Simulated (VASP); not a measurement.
Input of a VASP 6.6.1 run:

The input INCAR:

```
SYSTEM = TlCl
  PREC = Accurate
  ENCUT = 500
  EDIFF = 1E-7
  ISMEAR = 0
  SIGMA = 0.02
  LREAL = .False.
  LASPH = .True.
  NELM = 120
  ALGO = Normal
  ISIF = 3
  LWAVE = .False.
  LCHARG = .False.
  GGA = PS
  IBRION = 2
  NSW = 100
  EDIFFG = -0.005
  GGA_COMPAT = .False.
  NELMIN = 4
```

File KPOINTS:

```
regular mesh
0
Gamma
  8 8 8
  0 0 0
```

POSCAR

```
TlCl
1.0
    3.8339977844      0.0000000000      0.0000000000
    0.0000000000      3.8339977844      0.0000000000
    0.0000000000      0.0000000000      3.8339977844
Tl Cl
1 1
Direct
    0.0000000000      0.0000000000      0.0000000000
    0.5000000000      0.5000000000      0.5000000000
```

Potentials or basis: VASP PAW PBE potentials, release 64 (Tl_d, Cl).

Run with:

```bash
$ cat potpaw_PBE.64/Tl_d/POTCAR potpaw_PBE.64/Cl/POTCAR > POTCAR
$ mpirun -np 1 vasp_std > vasp.out
```

Question: Predict the band gap on the k mesh.

Answer: 1.80 eV.

Question: Predict the relaxed cell.

Answer: a = 3.767 Å, b = 3.767 Å, c = 3.767 Å, α = 90.00°, β = 90.00°, γ = 90.00°.

Question: Estimate the space group after relaxing (to 0.1 Å).

Answer: Pm-3m (No. 221).

Final structure:
```
Tl Cl
1.0
     3.76678    0.00000    0.00000
     0.00000    3.76678    0.00000
     0.00000    0.00000    3.76678
Tl Cl
1 1
Cartesian
  0.0000 0.0000 0.0000
  1.8834 1.8834 1.8834
```

Caveat: spin-orbit coupling is left out, which moves the levels of the heavy elements. A k mesh can miss the band edges.
